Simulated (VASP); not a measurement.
Set up this calculation in VASP 6.6.1, as the native input.

```yaml
Task: single point
Functional: r2SCAN
Potentials_or_basis: VASP PAW PBE potentials, release 64 (Zn, S)
Cutoff: 520 eV
k_mesh: 8 × 8 × 8
Occupations: fermi-dirac, width 0.05 eV
Spin: no spin polarisation
Dipole_correction: no
Further_INCAR_settings: ALGO = Normal; EDIFF = 1e-07; NBANDS = 16
```

ZnS:

```
Zn S
1.0
     0.00000    2.67813    2.67813
     2.67813    0.00000    2.67813
     2.67813    2.67813    0.00000
Zn S
1 1
Direct
  0.00000 0.00000 0.00000
  0.25000 0.25000 0.25000
```

These files were run (other wordings do the same):

POSCAR

```
ZnS
1.0
    0.0000000000      2.6781340000      2.6781340000
    2.6781340000      0.0000000000      2.6781340000
    2.6781340000      2.6781340000      0.0000000000
Zn S
1 1
Direct
    0.0000000000      0.0000000000      0.0000000000
    0.2500000000      0.2500000000      0.2500000000
```

INCAR.step1

```
PREC = Accurate
ENCUT = 520
ISMEAR = -1
SIGMA = 0.05
LREAL = F
LASPH = T
NELM = 80
NBANDS = 16
GGA = PE
ALGO = Normal
EDIFF = 1E-4
LWAVE = T
LCHARG = F
```

INCAR.step2

```
PREC = Accurate
ENCUT = 520
EDIFF = 1E-7
ISMEAR = -1
SIGMA = 0.05
LREAL = F
LASPH = T
NELM = 80
ALGO = Normal
ISIF = 2
LWAVE = F
LCHARG = F
METAGGA = R2SCAN
LMIXTAU = T
NBANDS = 16
ISTART = 1
```

KPOINTS

```
Automatic mesh
0
Gamma
  8 8 8
```

Potentials or basis: VASP PAW PBE potentials, release 64 (Zn, S).

Launch:

```sh
$ cat potpaw_PBE.64/Zn/POTCAR potpaw_PBE.64/S/POTCAR > POTCAR
$ cp INCAR.step1 INCAR
$ mpirun -np 1 vasp_std > vasp.out
$ cp INCAR.step2 INCAR
$ mpirun -np 1 vasp_std > vasp.out
```

It gave:

- Pressure: 1.5 GPa
- Band gap on the k mesh: 2.80 eV

Caveat: the PAW data sets were made with another functional, which shifts forces and pressure a little.

Wall time 2.5 min on 1 thread of Intel Xeon 8259CL, with other jobs on the host, peak memory 0.17 GiB.
